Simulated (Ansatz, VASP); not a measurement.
**MnSi: VASP beside Ansatz**

```xyz
2
Lattice="0.0000 2.5440 2.5440 2.5440 0.0000 2.5440 2.5440 2.5440 0.0000" Properties=species:S:1:pos:R:3 pbc="T T T"
Mn    0.0000    0.0000    0.0000
Si    1.2720    1.2720    1.2720
```

Change from the starting cell: volume scaled by 1.02.

Alike in both runs: task single point; functional PBE; k mesh 9 × 9 × 9; occupations fermi-dirac, width 0.05 eV; collinear spin.

|  | VASP | Ansatz |
| --- | --- | --- |
| version | VASP 6.6.1 | Ansatz 0.2.0 |
| potentials or method | VASP PAW PBE potentials, release 64 (Mn_pv, Si), cutoff 520 eV | all-electron LAPW, scalar-relativistic |

```tsv
	VASP	Ansatz	Ansatz less VASP
gap on the k mesh at the Fermi level (eV)	none	none	-
pressure (GPa)	16.4	16.4	+0.02
net moment per atom (μB)	1.04	1.04	+0.001
size of the moment on the site where the two differ most (μB)	0.15	0.11	-0.045
```

Site moments also hang on the region over which each program counts them. A gap of «none» marks a metal or a gap that the smearing closes. Ansatz ran all-electron here, and VASP with PAW potentials.
